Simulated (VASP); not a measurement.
Here is a VASP 6.6.1 calculation.

Contents of INCAR:

```
SYSTEM = BAs
  PREC = Accurate
  ENCUT = 520
  EDIFF = 1E-6
  ISMEAR = 0
  SIGMA = 0.01
  LREAL = .FALSE.
  LASPH = .TRUE.
  NELM = 80
  ALGO = Normal
  ISIF = 2
  LWAVE = .FALSE.
  LCHARG = .FALSE.
  GGA = PE
  NBANDS = 11
```

KPOINTS

```
Automatic mesh
0
G
  4 4 4
  0 0 0
```

POSCAR

```
BAs
1.0
    0.0000000000      2.3885000000      2.3885000000
    2.3885000000      0.0000000000      2.3885000000
    2.3885000000      2.3885000000      0.0000000000
B As
1 1
Direct
    0.0000000000      0.0000000000      0.0000000000
    0.2500000000      0.2500000000      0.2500000000
```

Potentials or basis: VASP PAW PBE potentials, release 64 (B, As).

The run is started by

```bash
$ cat potpaw_PBE.64/B/POTCAR potpaw_PBE.64/As/POTCAR > POTCAR
$ mpirun -np 1 vasp_std > vasp.out
```

Estimate the band gap on the k mesh.

1.41 eV, indirect (least direct gap 3.26 eV).

What does it give for the pressure?

4.0 GPa.

Caveat: the k points lie up to 0.57 Å⁻¹ apart. A hybrid or GW would open this gap; PBE tends to underestimate it.
